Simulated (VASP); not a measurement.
# GdRe (Pm-3m) in VASP: a series of runs

GdRe is run at these levels: PBE+U; tasks: single point.

Program: VASP 6.6.1. These are calculated values, not measurements. Logs are shortened: lines on timing, memory, paths and dates and some standing lists are left out, and cuts for length are marked.

### Step 1. The cell of the first run

It takes space group Pm-3m (No. 221, cubic). Conventional cell: a = 3.475 Å, b = 3.475 Å, c = 3.475 Å, α = 90.00°, β = 90.00°, γ = 90.00°. Gd (site symmetry m-3m) has 8 Re at 3.01 Å and 6 Gd at 3.48 Å within 4.0 Å. Within 4.0 Å of Re (site symmetry m-3m) lie 8 Gd at 3.01 Å and 6 Re at 3.48 Å.

### Step 2. Single point, PBE+U, collinear spin, ferromagnetic start

Contents of INCAR:

```
  PREC = Accurate
  ENCUT = 520
  EDIFF = 1E-6
  ISMEAR = 0
  SIGMA = 0.05
  LREAL = False
  LASPH = True
  NELM = 150
  ALGO = Normal
  ISIF = 2
  LWAVE = False
  LCHARG = False
  ISPIN = 2
  MAGMOM = 7 0
  LORBIT = 11
  LMAXMIX = 6
  LDAU = True
  LDAUTYPE = 2
  LDAUL = 3 -1
  LDAUU = 6 0
  LDAUJ = 0 0
  LDAUPRINT = 1
  GGA = PE
  NBANDS = 24
```

Contents of KPOINTS:

```
Automatic mesh
0
Gamma
  8 8 8
```

Contents of POSCAR:

```
GdRe
1.0
    3.4753604083      0.0000000000      0.0000000000
    0.0000000000      3.4753604083      0.0000000000
    0.0000000000      0.0000000000      3.4753604083
Gd Re
1 1
Direct
    0.0000000000      0.0000000000      0.0000000000
    0.5000000000      0.5000000000      0.5000000000
```

Potentials or basis: VASP PAW PBE potentials, release 64 (Gd, Re).

Started as:

```bash
> cat potpaw_PBE.64/Gd/POTCAR potpaw_PBE.64/Re/POTCAR > POTCAR
> mpirun -np 1 vasp_std > vasp.out
```

OUTCAR:

```text
PREC = Accurate
   ENCUT = 520
   EDIFF = 1E-6
   ISMEAR = 0
   LREAL = False
   LASPH = True
   NELM = 150
   ISIF = 2
   ISPIN = 2
   LORBIT = 11
   GGA = PE

 ion  position               nearest neighbor table
   1  0.000  0.000  0.000-   2 3.01   2 3.01   2 3.01   2 3.01   2 3.01   2 3.01   2 3.01   2 3.01

   2  0.500  0.500  0.500-   1 3.01   1 3.01   1 3.01   1 3.01   1 3.01   1 3.01   1 3.01   1 3.01

  LATTYP: Found a simple cubic cell.
 ALAT       =     3.4753604083

  Lattice vectors:

 A1 = (   3.4753604083,   0.0000000000,   0.0000000000)
 A2 = (   0.0000000000,   3.4753604083,   0.0000000000)
 A3 = (   0.0000000000,   0.0000000000,   3.4753604083)

Analysis of symmetry for initial positions (statically):
=====================================================================
 Subroutine PRICEL returns:
 Original cell was already a primitive cell.

 Routine SETGRP: Setting up the symmetry group for a
 simple cubic supercell.

 Subroutine GETGRP returns: Found 48 space group operations
 (whereof 48 operations were pure point group operations)
 out of a pool of 48 trial point group operations.

The static configuration has the point symmetry O_h .

Analysis of symmetry for dynamics (positions and initial velocities):
=====================================================================
 Subroutine PRICEL returns:
 Original cell was already a primitive cell.

 Routine SETGRP: Setting up the symmetry group for a
 simple cubic supercell.

 Subroutine GETGRP returns: Found 48 space group operations
 (whereof 48 operations were pure point group operations)
 out of a pool of 48 trial point group operations.

The dynamic configuration has the point symmetry O_h .

Analysis of structural, dynamic, and magnetic symmetry:
=====================================================================
 Subroutine PRICEL returns:
 Original cell was already a primitive cell.

 Routine SETGRP: Setting up the symmetry group for a
 simple cubic supercell.

 Subroutine GETGRP returns: Found 48 space group operations
 (whereof 48 operations were pure point group operations)
 out of a pool of 48 trial point group operations.

The overall configuration has the point symmetry O_h .

 Subroutine INISYM returns: Found 48 space group operations
 (whereof 48 operations are pure point group operations),
 and found     1 'primitive' translations

----------------------------------------------------------------------------------------

                                     Primitive cell

  volume of cell :      41.9759

  direct lattice vectors                    reciprocal lattice vectors
     3.475360408  0.000000000  0.000000000     0.287739941  0.000000000  0.000000000
     0.000000000  3.475360408  0.000000000     0.000000000  0.287739941  0.000000000
[... 115 lines left out ...]
   LHFCALC =     F    Hartree Fock is set to
   AEXX    =    0.0000 exact exchange contribution
   IVDW    =     0    specifies the selected vdW correction
   LEPSILON=     F    determine dielectric tensor
   LRPA    =     F    only Hartree local field effects (RPA)
 spin polarized calculation
 Gauss-broadening in eV      SIGMA  =   0.05
  energy-cutoff  :      520.00
  volume of cell :       41.98
 maximum number of plane-waves:      1144
 NGX is ok and might be reduce to    28
   NGX = 13   NGY = 13   NGZ = 13

atom =   1  type =  1  l = 3

 onsite density matrix

spin component  1

  0.9895 -0.0000 -0.0012 -0.0000 -0.0000  0.0000  0.0000
 -0.0000  0.9869 -0.0000 -0.0000 -0.0000  0.0000 -0.0000
 -0.0012 -0.0000  0.9902  0.0000 -0.0000  0.0000  0.0000
 -0.0000 -0.0000  0.0000  0.9886  0.0000 -0.0000 -0.0000
 -0.0000 -0.0000 -0.0000  0.0000  0.9902 -0.0000  0.0012
  0.0000  0.0000  0.0000 -0.0000 -0.0000  0.9911  0.0000
  0.0000 -0.0000  0.0000 -0.0000  0.0012  0.0000  0.9895

spin component  2

  0.0043  0.0000 -0.0014  0.0000  0.0000 -0.0000 -0.0000
  0.0000  0.0052  0.0000  0.0000  0.0000 -0.0000 -0.0000
 -0.0014  0.0000  0.0050  0.0000  0.0000 -0.0000 -0.0000
  0.0000  0.0000  0.0000  0.0032  0.0000  0.0000  0.0000
  0.0000  0.0000  0.0000  0.0000  0.0050 -0.0000  0.0014
 -0.0000 -0.0000 -0.0000  0.0000 -0.0000  0.0060 -0.0000
 -0.0000 -0.0000 -0.0000  0.0000  0.0014 -0.0000  0.0043

 occupancies and eigenvectors

  o =  0.0032  v =  0.0000  0.0000  0.0000  0.0000  0.0000  0.0000  0.0000  0.0001 -0.0000  0.0001 -1.0000 -0.0000  0.0000  0.0000      0.0000  0.0000  0.0000  0.0000  0.0000  0.0000  0.0000  0.0000  0.0000  0.0000  0.0000  0.0000  0.0000  0.0000
  o =  0.0032  v =  0.0000  0.0000  0.0000  0.0000  0.0000  0.0000  0.0000  0.7906 -0.0000  0.6124  0.0001 -0.0009  0.0000  0.0012      0.0000  0.0000  0.0000  0.0000  0.0000  0.0000  0.0000  0.0000  0.0000  0.0000  0.0000  0.0000  0.0000  0.0000
  o =  0.0032  v =  0.0000  0.0000  0.0000  0.0000  0.0000  0.0000  0.0000 -0.0012  0.0000 -0.0009  0.0000 -0.6124  0.0000  0.7906      0.0000  0.0000  0.0000  0.0000  0.0000  0.0000  0.0000  0.0000  0.0000  0.0000  0.0000  0.0000  0.0000  0.0000
  o =  0.0052  v =  0.0000  0.0000  0.0000  0.0000  0.0000  0.0000  0.0000  0.0000  1.0000  0.0000 -0.0000  0.0000 -0.0000  0.0000      0.0000  0.0000  0.0000  0.0000  0.0000  0.0000  0.0000  0.0000  0.0000  0.0000  0.0000  0.0000  0.0000  0.0000
  o =  0.0060  v =  0.0000  0.0000  0.0000  0.0000  0.0000  0.0000  0.0000  0.0000 -0.0000  0.0000 -0.0000 -0.0003 -1.0000 -0.0002      0.0000  0.0000  0.0000  0.0000  0.0000  0.0000  0.0000  0.0000  0.0000  0.0000  0.0000  0.0000  0.0000  0.0000
  o =  0.0060  v =  0.0000  0.0000  0.0000  0.0000  0.0000  0.0000  0.0000 -0.6124 -0.0000  0.7906  0.0000 -0.0000  0.0000 -0.0000      0.0000  0.0000  0.0000  0.0000  0.0000  0.0000  0.0000  0.0000  0.0000  0.0000  0.0000  0.0000  0.0000  0.0000
  o =  0.0060  v =  0.0000  0.0000  0.0000  0.0000  0.0000  0.0000  0.0000  0.0000 -0.0000  0.0000  0.0000  0.7906 -0.0003  0.6124      0.0000  0.0000  0.0000  0.0000  0.0000  0.0000  0.0000  0.0000  0.0000  0.0000  0.0000  0.0000  0.0000  0.0000
  o =  0.9869  v =  0.0000  1.0000 -0.0000 -0.0000 -0.0000 -0.0000  0.0000  0.0000  0.0000  0.0000  0.0000  0.0000  0.0000  0.0000      0.0000  0.0000  0.0000  0.0000  0.0000  0.0000  0.0000  0.0000  0.0000  0.0000  0.0000  0.0000  0.0000  0.0000
  o =  0.9886  v = -0.7906 -0.0000 -0.6124 -0.0000 -0.0000  0.0000  0.0000  0.0000  0.0000  0.0000  0.0000  0.0000  0.0000  0.0000      0.0000  0.0000  0.0000  0.0000  0.0000  0.0000  0.0000  0.0000  0.0000  0.0000  0.0000  0.0000  0.0000  0.0000
  o =  0.9886  v =  0.0000 -0.0000  0.0000  0.0211 -0.6122  0.0000  0.7904  0.0000  0.0000  0.0000  0.0000  0.0000  0.0000  0.0000      0.0000  0.0000  0.0000  0.0000  0.0000  0.0000  0.0000  0.0000  0.0000  0.0000  0.0000  0.0000  0.0000  0.0000
  o =  0.9886  v =  0.0000  0.0000 -0.0000  0.9998  0.0129  0.0000 -0.0167  0.0000  0.0000  0.0000  0.0000  0.0000  0.0000  0.0000      0.0000  0.0000  0.0000  0.0000  0.0000  0.0000  0.0000  0.0000  0.0000  0.0000  0.0000  0.0000  0.0000  0.0000
  o =  0.9911  v =  0.0000 -0.0000  0.0000 -0.0000 -0.7906 -0.0034 -0.6124  0.0000  0.0000  0.0000  0.0000  0.0000  0.0000  0.0000      0.0000  0.0000  0.0000  0.0000  0.0000  0.0000  0.0000  0.0000  0.0000  0.0000  0.0000  0.0000  0.0000  0.0000
  o =  0.9911  v =  0.6124 -0.0000 -0.7906 -0.0000 -0.0000  0.0000  0.0000  0.0000  0.0000  0.0000  0.0000  0.0000  0.0000  0.0000      0.0000  0.0000  0.0000  0.0000  0.0000  0.0000  0.0000  0.0000  0.0000  0.0000  0.0000  0.0000  0.0000  0.0000
  o =  0.9911  v =  0.0000  0.0000  0.0000 -0.0000 -0.0027  1.0000 -0.0021  0.0000  0.0000  0.0000  0.0000  0.0000  0.0000  0.0000      0.0000  0.0000  0.0000  0.0000  0.0000  0.0000  0.0000  0.0000  0.0000  0.0000  0.0000  0.0000  0.0000  0.0000

 number of electron      24.9999994 magnetization       7.1250911

 Free energy of the ion-electron system (eV)
  ---------------------------------------------------
  ext. energy  EPLUGINS =         0.00000000
  ---------------------------------------------------
  free energy    TOTEN  =       -22.51281881 eV

  energy without entropy =      -22.50914932  energy(sigma->0) =      -22.51098407

 E-fermi :   4.4809     XC(G=0): -11.9678

 val. band max:        4.4793883682   @ k =   0.3750   0.1250   0.1250
 cond. band min:       4.4813114431   @ k =   0.2500   0.0000   0.0000
 fundamental gap:      0.0019230749
 Fermi energy:         4.4808937029

 spin component 1

 k-point     1 :       0.0000    0.0000    0.0000
  band No.  band energies     occupation
      1     -39.2912      1.00000
      2     -16.4924      1.00000
      3     -16.4924      1.00000
      4     -16.4924      1.00000
      5      -1.8462      1.00000
      6      -1.8462      1.00000
[... 1289 lines left out ...]
     23      13.9050      0.00000
     24      15.6068      0.00000

 [... further k-points ...]

------------------------ aborting loop because EDIFF is reached ----------------------------------------

  FORCE on cell =-STRESS in cart. coord.  units (eV):
  Direction    XX          YY          ZZ          XY          YZ          ZX
  --------------------------------------------------------------------------------------
  -------------------------------------------------------------------------------------
  Total        0.0314044      0.0314044      0.0314044      0.0000000      0.0000000     -0.0000000
  in kB        1.1986765      1.1986765      1.1986765      0.0000000      0.0000000     -0.0000000
  external PRESSURE =       1.1986765 kB  Pullay stress =       0.0000000 kB

 VOLUME and BASIS-vectors are now :
 -----------------------------------------------------------------------------
  energy-cutoff  :      520.00
  volume of cell :       41.98
      direct lattice vectors                 reciprocal lattice vectors
     3.475360408  0.000000000  0.000000000     0.287739941  0.000000000  0.000000000
     0.000000000  3.475360408  0.000000000     0.000000000  0.287739941  0.000000000
     0.000000000  0.000000000  3.475360408     0.000000000  0.000000000  0.287739941

 POSITION                                       TOTAL-FORCE (eV/Angst)
 -----------------------------------------------------------------------------------
      0.00000      0.00000      0.00000         0.000000      0.000000      0.000000
      1.73768      1.73768      1.73768         0.000000      0.000000      0.000000
 -----------------------------------------------------------------------------------
    total drift:                               -0.000000      0.000000     -0.000000

  FREE ENERGIE OF THE ION-ELECTRON SYSTEM (eV)
  ---------------------------------------------------
  free  energy   TOTEN  =       -22.5128188093 eV

  energy  without entropy=      -22.5091493210  energy(sigma->0) =      -22.51098407

 total charge

# of ion       s       p       d       f       tot
--------------------------------------------------
    1        2.068   5.604   0.714   6.952  15.338
    2        0.595   0.261   4.858   0.000   5.714
--------------------------------------------------
tot          2.663   5.866   5.572   6.952  21.052

 magnetization (x)

# of ion       s       p       d       f       tot
--------------------------------------------------
    1        0.003  -0.069   0.102   6.888   6.923
    2       -0.008   0.028  -0.154   0.000  -0.134
--------------------------------------------------
tot         -0.005  -0.042  -0.053   6.888   6.788
```

Wall time 46 s (1 thread of Intel Xeon 6975P-C (Granite Rapids), shared host); peak memory 0.22 GiB.

What came out:

```yaml
Free_energy: -22.5128 eV
Pressure: 0.1 GPa
Net_moment: 7.13 μB per cell
Site_moments: Gd +6.92; Re -0.13 μB
Valence_electrons_inside_the_program's_atomic_spheres: Gd 15.34; Re 5.71
```

Eigenvalues of the final occupation matrices:
```
    site  spin  trace                         eigenvalues
site 1 f     1   6.93  0.99 0.99 0.99 0.99 0.99 0.99 0.99
site 1 f     2   0.03  0.00 0.00 0.00 0.01 0.01 0.01 0.01
```

Caveat: spin-orbit coupling is left out, which moves the levels of the heavy elements. The state reached can hang on the start; a lower one may exist.

### Step 3. Single point, PBE+U, collinear spin, ferromagnetic start

Contents of INCAR:

```
SYSTEM = GdRe
PREC = Accurate ; ENCUT = 520
EDIFF = 1E-6 ; ISMEAR = 1
SIGMA = 0.025 ; LREAL = .FALSE.
LASPH = .TRUE. ; NELM = 150
ALGO = Normal ; ISIF = 2
LWAVE = .FALSE. ; LCHARG = .TRUE.
ISPIN = 2 ; MAGMOM = 7 0
LORBIT = 11 ; LMAXMIX = 6
LDAU = .TRUE. ; LDAUTYPE = 2
LDAUL = 3 -1 ; LDAUU = 6 0
LDAUJ = 0 0 ; LDAUPRINT = 1
GGA = PE ; LELF = .TRUE.
LVHAR = .TRUE. ; NBANDS = 24
```

Contents of KPOINTS:

```
Automatic mesh
0
G
  8 8 8
  0 0 0
```

POSCAR is that of step 2.

Potentials or basis: VASP PAW PBE potentials, release 64 (Gd, Re).

Started as:

```bash
> cat potpaw_PBE.64/Gd/POTCAR potpaw_PBE.64/Re/POTCAR > POTCAR
> mpirun -np 1 vasp_std > vasp.out
```

It took 47 s on 1 thread of Intel Xeon 6975P-C (Granite Rapids), shared host; peak memory 0.22 GiB.

It converged, with:

- Free energy: -22.5111 eV
- Pressure: 0.2 GPa
- Net moment: 7.17 μB per cell
- Site moments: Gd +6.92; Re -0.10 μB
- Valence electrons inside the program's atomic spheres: Gd 15.34; Re 5.71

Levels at points of the mesh, in eV from the Fermi level:
Spin up:
```csv
k point,band 12,band 13,band 14,band 15,band 16,band 17,band 18,band 19,band 20,band 21
"(0.00, 0.00, 0.00)",-6.25,-3.26,-3.26,0.08,0.08,0.08,3.77,3.77,7.31,7.31
"(0.50, 0.00, 0.00)",-2.82,-2.18,-1.58,0.09,0.09,0.64,0.89,2.17,2.67,2.67
"(0.50, 0.50, 0.00)",-4.09,-3.07,-1.47,-1.47,1.82,1.87,2.45,2.45,4.52,7.42
"(0.50, 0.50, 0.50)",-0.88,-0.88,-0.88,-0.73,-0.73,-0.73,1.95,1.95,3.93,7.79
```
Spin down:
| k point | band 7 | band 8 | band 9 | band 10 | band 11 | band 12 |
| --- | --- | --- | --- | --- | --- | --- |
| (0.00, 0.00, 0.00) | -3.06 | 0.14 | 0.14 | 0.14 | 4.39 | 4.39 |
| (0.50, 0.00, 0.00) | -1.67 | -0.04 | -0.04 | 0.59 | 1.41 | 2.00 |
| (0.50, 0.50, 0.00) | -1.33 | -1.33 | 1.79 | 1.87 | 2.74 | 2.74 |
| (0.50, 0.50, 0.50) | -0.69 | -0.28 | -0.28 | -0.28 | 1.88 | 1.88 |

Eigenvalues of the final occupation matrices:
```
    site  spin  trace                         eigenvalues
site 1 f     1   6.93  0.99 0.99 0.99 0.99 0.99 0.99 0.99
site 1 f     2   0.03  0.00 0.00 0.00 0.01 0.01 0.01 0.01
```

Caveat: spin-orbit coupling is left out, which moves the levels of the heavy elements. The state reached can hang on the start; a lower one may exist.

(Part 1 of 2 ends here.)
